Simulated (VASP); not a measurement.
# Ge (Cmmm) in VASP: notebook

Aim: see how the results for Ge move with the level of theory and the settings. Levels: PBE, PBEsol. Tasks: single point.

Everything below comes from runs of VASP 6.6.1. Logs are shortened: lines on timing, memory, paths and dates and some standing lists are left out, and cuts for length are marked.

## (1) The cell of the first run

Symmetry: Cmmm, No. 65, orthorhombic system. Conventional cell: a = 2.794 Å, b = 5.201 Å, c = 2.698 Å, α = 90.00°, β = 90.00°, γ = 90.00°. Within 3.6 Å of Ge (site symmetry mmm) lie 8 Ge at 2.70 to 2.95 Å.

## (2) Single point, PBE

INCAR

```
SYSTEM = Ge
ALGO = Normal
EDIFF = 1E-6
ENCUT = 520
GGA = PE
ISIF = 2
ISMEAR = 0
LASPH = .TRUE.
LCHARG = .TRUE.
LELF = .TRUE.
LREAL = .FALSE.
LVHAR = .TRUE.
LWAVE = .FALSE.
NBANDS = 13
NELM = 100
PREC = Accurate
SIGMA = 0.028000000000000004
```

KPOINTS

```
k-points
0
G
  11 11 10
  0 0 0
```

POSCAR

```
Ge
1.0
    1.3971490000     -2.6005160000      0.0000000000
    1.3971490000      2.6005160000      0.0000000000
    0.0000000000      0.0000000000      2.6982310000
Ge
1
Direct
    0.5000000000      0.5000000000      0.0000000000
```

Potentials or basis: VASP PAW PBE potentials, release 64 (Ge_d).

Run with:

```sh
$ cat potpaw_PBE.64/Ge_d/POTCAR > POTCAR
$ mpirun -np 1 vasp_std > vasp.out
```

OUTCAR:

```text
SYSTEM = Ge
   EDIFF = 1E-6
   ENCUT = 520
   GGA = PE
   ISIF = 2
   ISMEAR = 0
   LASPH = .TRUE.
   LREAL = .FALSE.
   NELM = 100
   PREC = Accurate

 ion  position               nearest neighbor table
   1  0.500  0.500  0.000-

  LATTYP: Found a base centered orthorhombic cell.
 ALAT       =     2.7942980000
 B/A-ratio  =     1.8613018368
 C/A-ratio  =     0.9656203454

  Lattice vectors:

 A1 = (   1.3971490000,  -2.6005160000,   0.0000000000)
 A2 = (   1.3971490000,   2.6005160000,   0.0000000000)
 A3 = (   0.0000000000,   0.0000000000,   2.6982310000)

Analysis of symmetry for initial positions (statically):
=====================================================================
 Subroutine PRICEL returns:
 Original cell was already a primitive cell.

 Routine SETGRP: Setting up the symmetry group for a
 base centered orthorhombic supercell.

 Subroutine GETGRP returns: Found  8 space group operations
 (whereof  8 operations were pure point group operations)
 out of a pool of  8 trial point group operations.

The static configuration has the point symmetry D_2h.

Analysis of symmetry for dynamics (positions and initial velocities):
=====================================================================
 Subroutine PRICEL returns:
 Original cell was already a primitive cell.

 Routine SETGRP: Setting up the symmetry group for a
 base centered orthorhombic supercell.

 Subroutine GETGRP returns: Found  8 space group operations
 (whereof  8 operations were pure point group operations)
 out of a pool of  8 trial point group operations.

The dynamic configuration has the point symmetry D_2h.

 Subroutine INISYM returns: Found  8 space group operations
 (whereof  8 operations are pure point group operations),
 and found     1 'primitive' translations

----------------------------------------------------------------------------------------

                                     Primitive cell

  volume of cell :      19.6070

  direct lattice vectors                    reciprocal lattice vectors
     1.397149000 -2.600516000  0.000000000     0.357871637 -0.192269534  0.000000000
     1.397149000  2.600516000  0.000000000     0.357871637  0.192269534  0.000000000
     0.000000000  0.000000000  2.698231000     0.000000000  0.000000000  0.370613191

  length of vectors
     2.952068562  2.952068562  2.698231000     0.406250763  0.406250763  0.370613191

  position of ions in fractional coordinates (direct lattice)
     0.500000000  0.500000000  0.000000000

  ion indices of the primitive-cell ions
   primitive index   ion index
                 1           1

----------------------------------------------------------------------------------------

 KPOINTS: k-points

Automatic generation of k-mesh.
 Grid dimensions read from file:
 generate k-points for:   11   11   10

 Generating k-lattice:

  Cartesian coordinates                     Fractional coordinates (reciprocal lattice)
     0.032533785 -0.017479049  0.000000000     0.090909091  0.000000000  0.000000000
     0.032533785  0.017479049  0.000000000     0.000000000  0.090909091  0.000000000
     0.000000000  0.000000000  0.037061319     0.000000000  0.000000000  0.100000000

  Length of vectors
     0.036931888  0.036931888  0.037061319

  Shift w.r.t. Gamma in fractional coordinates (k-lattice)
     0.000000000  0.000000000  0.000000000

 Subroutine IBZKPT returns following result:
 ===========================================

 Found    216 irreducible k-points:

 Following reciprocal coordinates:
            Coordinates               Weight
  0.000000  0.000000  0.000000      1.000000
  0.090909  0.000000  0.000000      4.000000
  0.181818 -0.000000  0.000000      4.000000
  0.272727 -0.000000  0.000000      4.000000
  0.363636 -0.000000  0.000000      4.000000
  0.454545 -0.000000  0.000000      4.000000
[... 16 lines left out ...]
 -0.272727  0.181818  0.000000      4.000000
 -0.181818  0.181818  0.000000      2.000000
 [... further k-points ...]
   k-points           NKPTS =    216   k-points in BZ     NKDIM =    216   number of bands    NBANDS=     13
   number of dos      NEDOS =    301   number of ions     NIONS =      1
   total plane-waves  NPLWV =  11520
   dimension x,y,z NGX =    24 NGY =   24 NGZ =   20
   dimension x,y,z NGXF=    48 NGYF=   48 NGZF=   40
   ions per type =               1
   NGX,Y,Z   is equivalent  to a cutoff of  13.52, 13.52, 12.32 a.u.
   NGXF,Y,Z  is equivalent  to a cutoff of  27.03, 27.03, 24.65 a.u.
 SYSTEM =  Ge
   PREC   = accura    normal or accurate (medium, high low for compatibility)
   ISTART =      0    job   : 0-new  1-cont  2-samecut
   ICHARG =      2    charge: 1-file 2-atom 10-const
   ISPIN  =      1    spin polarized calculation?
   LNONCOLLINEAR =      F non collinear calculations
   LSORBIT =      F    spin-orbit coupling
   LASPH  =      T    aspherical Exc in radial PAW
   ENCUT  =  520.0 eV  38.22 Ry    6.18 a.u.   5.49  5.49  5.02*2*pi/ulx,y,z
   NELM   =    100;   NELMIN=  2; NELMDL= -5     # of ELM steps
   EDIFF  = 0.1E-05   stopping-criterion for ELM
   LREAL  =      F    real-space projection
   EDIFFG = 0.1E-04   stopping-criterion for IOM
   NSW    =      0    number of steps for IOM
   IBRION =     -1    ionic relax: 0-MD 1-quasi-New 2-CG
   NFREE  =      0    steps in history (QN), initial steepest desc. (CG)
   ISIF   =      2    stress and relaxation
   ISYM   =      2    0-nonsym 1-usesym 2-fastsym
   POTIM  = 0.5000    time-step for ionic-motion
   TEBEG  =    0.0;   TEEND  =   0.0 temperature during run
   PSTRESS=    0.0 pullay stress
   NELECT =      14.0000    total number of electrons
   NUPDOWN=      -1.0000    fix difference up-down
   EMIN   =  10.00;   EMAX   =-10.00  energy-range for DOS
   EFERMI =   0.00;   METHOD = LEGACY
   ISMEAR =     0;   SIGMA  =   0.03  broadening in eV -4-tet -1-fermi 0-gaus
   EFERMI_NEDOS =   21; number of points for ismear=-14 and -15
   IALGO  =     38    algorithm
   IMIX   =      4    mixing-type and parameters
     AMIX     =   0.40;   BMIX     =  1.00
     AMIX_MAG =   1.60;   BMIX_MAG =  1.00
  volume/ion in A,a.u.               =      19.61       132.31
  Fermi-wavevector in a.u.,A,eV,Ry     =   1.463234  2.765111 29.130796  2.141053
  Thomas-Fermi vector in A             =   2.579353
   LORBIT       =      0    0 simple, 1 ext, 2 COOP (PROOUT), +10 PAW based schemes
   GGA     = PE    functional components
   LHFCALC =     F    Hartree Fock is set to
   AEXX    =    0.0000 exact exchange contribution
   IVDW    =     0    specifies the selected vdW correction
   LEPSILON=     F    determine dielectric tensor
   LRPA    =     F    only Hartree local field effects (RPA)
 non-spin polarized calculation
 Gauss-broadening in eV      SIGMA  =   0.03
  energy-cutoff  :      520.00
  volume of cell :       19.61
 maximum number of plane-waves:       542
 NGX is ok and might be reduce to    24
   NGX = 11   NGY = 11   NGZ = 11

 number of electron      14.0000003 magnetization

 Free energy of the ion-electron system (eV)
  ---------------------------------------------------
  ext. energy  EPLUGINS =         0.00000000
  ---------------------------------------------------
  free energy    TOTEN  =        -4.26688015 eV

  energy without entropy =       -4.26660677  energy(sigma->0) =       -4.26674346

 E-fermi :   6.1998     XC(G=0): -11.0384

 val. band max:        6.1967919522   @ k =   0.4545   0.0909   0.4000
 cond. band min:       6.2146286893   @ k =   0.1818   0.1818   0.3000
 fundamental gap:      0.0178367371
 Fermi energy:         6.1997616056

 k-point     1 :       0.0000    0.0000    0.0000
  band No.  band energies     occupation
      1     -18.5239      2.00000
      2     -18.4711      2.00000
      3     -18.4205      2.00000
      4     -18.3149      2.00000
      5     -18.2941      2.00000
      6      -6.6458      2.00000
      7      12.8818      0.00000
      8      13.3517      0.00000
      9      14.8620      0.00000
     10      16.3757      0.00000
     11      18.7117      0.00000
     12      21.0925      0.00000
     13      21.2211      0.00000

 k-point     2 :       0.0909    0.0000    0.0000
  band No.  band energies     occupation
      1     -18.5182      2.00000
      2     -18.4624      2.00000
      3     -18.4214      2.00000
      4     -18.3161      2.00000
      5     -18.2981      2.00000
      6      -6.4452      2.00000
      7      12.4763      0.00000
      8      13.0768      0.00000
      9      13.3084      0.00000
     10      16.8233      0.00000
     11      18.4108      0.00000
     12      20.0270      0.00000
     13      22.3933      0.00000

 k-point     3 :       0.1818   -0.0000    0.0000
  band No.  band energies     occupation
      1     -18.5061      2.00000
      2     -18.4455      2.00000
      3     -18.4147      2.00000
      4     -18.3204      2.00000
      5     -18.3077      2.00000
      6      -5.8442      2.00000
      7       9.6875      0.00000
      8      11.8779      0.00000
      9      13.6492      0.00000
     10      16.2420      0.00000
     11      17.9477      0.00000
     12      21.9563      0.00000
     13      25.0163      0.00000
[... 305 lines left out ...]
 k-point    23 :      -0.2727    0.1818    0.0000
  band No.  band energies     occupation
      1     -18.5058      2.00000
      2     -18.4615      2.00000
      3     -18.3848      2.00000
      4     -18.3321      2.00000
      5     -18.3008      2.00000
      6      -5.3896      2.00000
      7       7.0568      0.00000
      8      11.1857      0.00000
      9      14.0447      0.00000
     10      17.8510      0.00000
     11      19.1525      0.00000
     12      22.7427      0.00000
     13      27.1154      0.00000

 k-point    24 :      -0.1818    0.1818    0.0000
  band No.  band energies     occupation
      1     -18.5152      2.00000
      2     -18.4670      2.00000
      3     -18.3957      2.00000
      4     -18.3266      2.00000
      5     -18.2964      2.00000
      6      -5.9388      2.00000
      7       8.4560      0.00000
      8      13.4310      0.00000
      9      13.5437      0.00000
     10      16.8168      0.00000
     11      18.3409      0.00000
     12      24.0005      0.00000
     13      24.0383      0.00000

 [... further k-points ...]
[... 5 lines left out ...]
  --------------------------------------------------------------------------------------
  -------------------------------------------------------------------------------------
  Total        0.1098009     -0.3683371     -0.0482649      0.0000000      0.0000000      0.0000000
  in kB        8.9723264    -30.0984894     -3.9439403      0.0000000      0.0000000      0.0000000
  external PRESSURE =      -8.3567011 kB  Pullay stress =       0.0000000 kB

 VOLUME and BASIS-vectors are now :
 -----------------------------------------------------------------------------
  energy-cutoff  :      520.00
  volume of cell :       19.61
      direct lattice vectors                 reciprocal lattice vectors
     1.397149000 -2.600516000  0.000000000     0.357871637 -0.192269534  0.000000000
     1.397149000  2.600516000  0.000000000     0.357871637  0.192269534  0.000000000
     0.000000000  0.000000000  2.698231000     0.000000000  0.000000000  0.370613191

 POSITION                                       TOTAL-FORCE (eV/Angst)
 -----------------------------------------------------------------------------------
      1.39715      0.00000      0.00000        -0.000000      0.000000      0.000000
 -----------------------------------------------------------------------------------
    total drift:                               -0.000000     -0.000000     -0.000000

  FREE ENERGIE OF THE ION-ELECTRON SYSTEM (eV)
  ---------------------------------------------------
  free  energy   TOTEN  =        -4.2668801549 eV

  energy  without entropy=       -4.2666067723  energy(sigma->0) =       -4.26674346
```

Run time: 12 s. Hardware: 1 thread of Intel Xeon 6975P-C (Granite Rapids), shared host; peak memory 0.16 GiB.

Results:

```yaml
Free_energy: -4.2669 eV
Pressure: -0.8 GPa
Band_gap_on_the_k_mesh: zero (band 7 reaches 12.88 eV, above the bottom of band 8 at 3.82 eV)
```

Levels at points of the mesh, in eV from the Fermi level:
```
           k point  band 4  band 5  band 6  band 7  band 8  band 9  band 10  band 11
(0.00, 0.00, 0.00)  -24.51  -24.49  -12.85    6.68    7.15    8.66    10.18    12.51
(0.00, 0.00, 0.50)  -24.56  -24.53   -9.08   -5.66    9.98   11.49    16.04    16.13
```

## (3) Single point, PBEsol

INCAR

```
SYSTEM = Ge
PREC = Accurate
ENCUT = 520
EDIFF = 1E-7
ISMEAR = -1
SIGMA = 0.03
LREAL = .False.
LASPH = .True.
NELM = 80
ALGO = Normal
ISIF = 2
LWAVE = .False.
LCHARG = .False.
GGA = PS
NBANDS = 13
```

KPOINTS

```
Automatic mesh
0
Gamma
  7 7 6
  0 0 0
```

POSCAR is that of step 2.

Potentials or basis: VASP PAW PBE potentials, release 64 (Ge_d).

Run with:

```sh
$ cat potpaw_PBE.64/Ge_d/POTCAR > POTCAR
$ mpirun -np 1 vasp_std > vasp.out
```

Run time: 5.6 s. Hardware: 1 thread of Intel Xeon Platinum 8559C (Emerald Rapids), shared host; peak memory 0.13 GiB.

Results (log left out):

```
Free energy            : -4.7748 eV
Pressure               : -5.6 GPa
Band gap on the k mesh : zero (band 7 reaches 12.72 eV, above the bottom of band 8 at 4.12 eV)
```

Stress tensor (GPa, compression positive):
```
-2.25  0.00  0.00
 0.00 -9.94  0.00
 0.00  0.00 -4.59
```

Levels at points of the mesh, in eV from the Fermi level:
| k point | band 3 | band 4 | band 5 | band 6 | band 7 | band 8 | band 9 | band 10 | band 11 | band 12 |
| --- | --- | --- | --- | --- | --- | --- | --- | --- | --- | --- |
| (0.00, 0.00, 0.00) | -24.67 | -24.58 | -24.56 | -12.98 | 6.54 | 7.02 | 8.52 | 10.06 | 12.37 | 14.72 |
| (0.00, 0.00, 0.50) | -24.65 | -24.62 | -24.59 | -9.19 | -5.82 | 9.86 | 11.35 | 15.93 | 15.95 | 17.15 |

Caveat: the k points lie up to 0.39 Å⁻¹ apart; the PAW data sets were made with another functional, which shifts forces and pressure a little.

## (4) Single point, PBEsol

INCAR

```
SYSTEM = Ge
ALGO = Normal
EDIFF = 1E-7
ENCUT = 520
GGA = PS
ISIF = 2
ISMEAR = -1
LASPH = .True.
LCHARG = .False.
LREAL = .False.
LWAVE = .False.
NBANDS = 13
NELM = 100
PREC = Accurate
SIGMA = 0.05
```

KPOINTS

```
k-points
0
Gamma
  8 8 8
  0 0 0
```

POSCAR is that of step 3.

Run with:

```sh
$ cat potpaw_PBE.64/Ge_d/POTCAR > POTCAR
$ mpirun -np 1 vasp_std > vasp.out
```

Wall time 12 s (1 thread of Intel Xeon Platinum 8259CL at 2.50GHz (Skylake/Cascade Lake), shared host); peak memory 0.14 GiB.

It converged, with:

- Free energy: -4.7219 eV
- Pressure: -4.5 GPa
- Band gap on the k mesh: zero (band 7 reaches 12.72 eV, above the bottom of band 8 at 3.81 eV)

Stress tensor (GPa, compression positive):
```
-2.07  0.00  0.00
 0.00 -4.96  0.00
 0.00  0.00 -6.44
```

Levels at points of the mesh, in eV from the Fermi level:
| k point | band 3 | band 4 | band 5 | band 6 | band 7 | band 8 | band 9 | band 10 | band 11 | band 12 |
| --- | --- | --- | --- | --- | --- | --- | --- | --- | --- | --- |
| (0.00, 0.00, 0.00) | -24.59 | -24.50 | -24.48 | -12.91 | 6.60 | 7.08 | 8.59 | 10.13 | 12.44 | 14.79 |
| (0.50, 0.00, 0.00) | -24.54 | -24.51 | -24.50 | -7.86 | -5.33 | 3.39 | 7.42 | 10.47 | 16.37 | 16.49 |
| (0.50, 0.50, 0.00) | -24.54 | -24.51 | -24.49 | -8.71 | -5.56 | 5.17 | 9.10 | 9.81 | 15.71 | 16.07 |
| (0.00, 0.00, 0.50) | -24.57 | -24.54 | -24.52 | -9.13 | -5.75 | 9.91 | 11.42 | 16.00 | 16.01 | 17.21 |
| (0.50, 0.00, 0.50) | -24.58 | -24.50 | -24.41 | -3.69 | -2.26 | -1.66 | 3.57 | 6.27 | 11.59 | 13.10 |
| (0.50, 0.50, 0.50) | -24.56 | -24.50 | -24.44 | -4.65 | -2.43 | -2.30 | 3.18 | 8.06 | 13.40 | 14.75 |

Caveat: the PAW data sets were made with another functional, which shifts forces and pressure a little.

## (5) The runs side by side

| level | k mesh | smearing | gap on the mesh (eV) | pressure (GPa) |
| --- | --- | --- | --- | --- |
| PBE | 11 × 11 × 10 | gaussian 0.028 eV | none | -0.8 |
| PBEsol | 7 × 7 × 6 | fermi-dirac 0.03 eV | none | -5.6 |
| PBEsol | 8 × 8 × 8 | fermi-dirac 0.05 eV | none | -4.5 |

Alike in all rows: task single point; potentials or basis VASP PAW PBE potentials, release 64 (Ge_d); no spin polarisation; cell as given; cutoff (eV) 520.

Caveats: some runs use coarse meshes; the PAW data sets were made with another functional, which shifts forces and pressure a little (some runs).

Total energies depend on the potentials used, so only differences within one code and one set of settings carry meaning.
